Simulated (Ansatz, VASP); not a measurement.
# P: VASP beside Ansatz

```
CELL_PARAMETERS angstrom
3.28373 0.00000 0.00000
0.00000 34.85703 0.00000
0.00000 0.00000 4.63208
ATOMIC_POSITIONS crystal
P 0.01706 0.97026 0.58138
P 0.00000 0.02974 0.40785
P 0.50000 0.02974 0.09215
P 0.50000 0.97026 0.90785
```

Alike in both runs: task single point; functional PBEsol; k mesh 8 × 1 × 6; occupations gaussian, width 0.05 eV; no spin polarisation.

|  | VASP | Ansatz |
| --- | --- | --- |
| version | VASP 6.6.1 | Ansatz 0.2.0 |
| potentials or method | VASP PAW PBE potentials, release 64 (P), cutoff 520 eV | scalar-relativistic, plane waves, PAW |
| valence electrons in the cell | 20 | 20 |

VASP gave:

```
gap on the k mesh at the Fermi level (eV) : 0.98
least direct gap on the mesh (eV)         : 0.98
rms of the force components (eV/Å)        : 0.279
```

Problem. Which values does Ansatz return?

Solution. gap on the k mesh at the Fermi level (eV): 0.97; least direct gap on the mesh (eV): 0.97; rms of the force components (eV/Å): 0.281.

VASP's potentials were made for PBE, not for PBEsol. Atom by atom the forces differ by 0.012 eV/Å (rms over components).
